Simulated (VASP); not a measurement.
Wanted: the native input for a VASP 6.6.1 run.

| Property | Result |
| --- | --- |
| Task | single point |
| Functional | PBE |
| Potentials or basis | VASP PAW PBE potentials, release 64 (Pt_sv_GW, W_sv) |
| Cutoff | 500 eV |
| k mesh | 4 × 4 × 4 |
| Occupations | fermi-dirac, width 0.1 eV |
| Spin | no spin polarisation |
| Dipole correction | no |
| Second run | valence_matched |
| Further INCAR settings | ALGO = Normal; EDIFF = 1e-06; NBANDS = 66 |

The structure of Pt4W3 lies in POSCAR:

```
Pt4W3
1.0
    4.5827200000      0.0000000000      0.0000000000
    0.0000000000      4.5827200000      0.0000000000
    0.0000000000      0.0000000000      4.5827200000
Pt W
4 3
Direct
    0.5000000000      0.5000000000      0.5000000000
    0.5000000000      0.0000000000      0.0000000000
    0.0000000000      0.5000000000      0.0000000000
    0.0000000000      0.0000000000      0.5000000000
    0.5000000000      0.5000000000      0.0000000000
    0.0000000000      0.5000000000      0.5000000000
    0.5000000000      0.0000000000      0.5000000000
```

The input as run:

INCAR

```
SYSTEM = Pt4W3
  ALGO = Normal
  EDIFF = 1E-6
  ENCUT = 500
  GGA = PE
  GGA_COMPAT = .False.
  ISIF = 2
  ISMEAR = -1
  LASPH = .True.
  LCHARG = .False.
  LREAL = .False.
  LWAVE = .False.
  NBANDS = 66
  NELM = 120
  PREC = Accurate
  SIGMA = 0.1
```

KPOINTS

```
k-points
0
Gamma
  4 4 4
  0 0 0
```

Potentials or basis: VASP PAW PBE potentials, release 64 (Pt_sv_GW, W_sv).

Command:

```sh
$ cat potpaw_PBE.64/Pt_sv_GW/POTCAR potpaw_PBE.64/W_sv/POTCAR > POTCAR
$ mpirun -np 1 vasp_std > vasp.out
```

Results of the run:

| Item | Value |
| --- | --- |
| Pressure | 157.8 GPa |
| Band gap on the k mesh | zero (band 57 reaches 14.96 eV, above the bottom of band 58 at 11.78 eV) |

Caveat: spin-orbit coupling is left out, which moves the levels of the heavy elements.

Run time: 67 s on 1 thread of Intel(R) Xeon(R) Platinum 8375C CPU @ 2.90GHz (Ice Lake), on a shared host, peak memory 0.23 GiB.
